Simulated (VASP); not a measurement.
Here is a VASP 6.6.1 calculation.

The input INCAR:

```
ALGO = Normal
EDIFF = 1E-6
ENCUT = 520
GGA = PE
ISIF = 2
ISMEAR = 0
LASPH = T
LCHARG = F
LREAL = F
LWAVE = F
NBANDS = 20
NELM = 60
PREC = Accurate
SIGMA = 0.1
```

KPOINTS

```
k-points
0
Gamma
  6 6 4
```

The input POSCAR:

```
Si2B5
1.0
    3.4321370942     -0.0000000030      0.0000000000
   -1.7160685446      2.9723179144      0.0000000000
    0.0000000000      0.0000000000      8.4596106364
Si B
2 5
Direct
    0.0000000000      0.0000000000      0.3144395293
    0.0000000000      0.0000000000      0.6855604707
    0.5000000000      0.0000000000      0.5000000000
    0.0000000000      0.5000000000      0.5000000000
    0.5000000000      0.5000000000      0.5000000000
    0.0000000000      0.0000000000      0.9084459706
    0.0000000000      0.0000000000      0.0915540294
```

Potentials or basis: VASP PAW PBE potentials, release 64 (Si, B).

The run is started by

```bash
$ cat potpaw_PBE.64/Si/POTCAR potpaw_PBE.64/B/POTCAR > POTCAR
$ mpirun -np 1 vasp_std > vasp.out
```

Q: Estimate the largest force.

A: 0.043 eV/Å.

Q: What does it give for the pressure?

A: -0.1 GPa.

Q: Predict the band gap on the k mesh.

A: Zero (an odd number of electrons rules out a gap without spin polarisation).

Forces in eV/Å, atoms in the order of the input:
```
Si   0.000  0.000 -0.012
Si   0.000  0.000  0.012
B    0.000  0.000  0.000
B    0.000  0.000  0.000
B    0.000  0.000  0.000
B    0.000  0.000 -0.043
B    0.000  0.000  0.043
```

Caveat: an odd number of electrons without spin polarisation forces a metal; a magnetic or distorted state may lie lower.
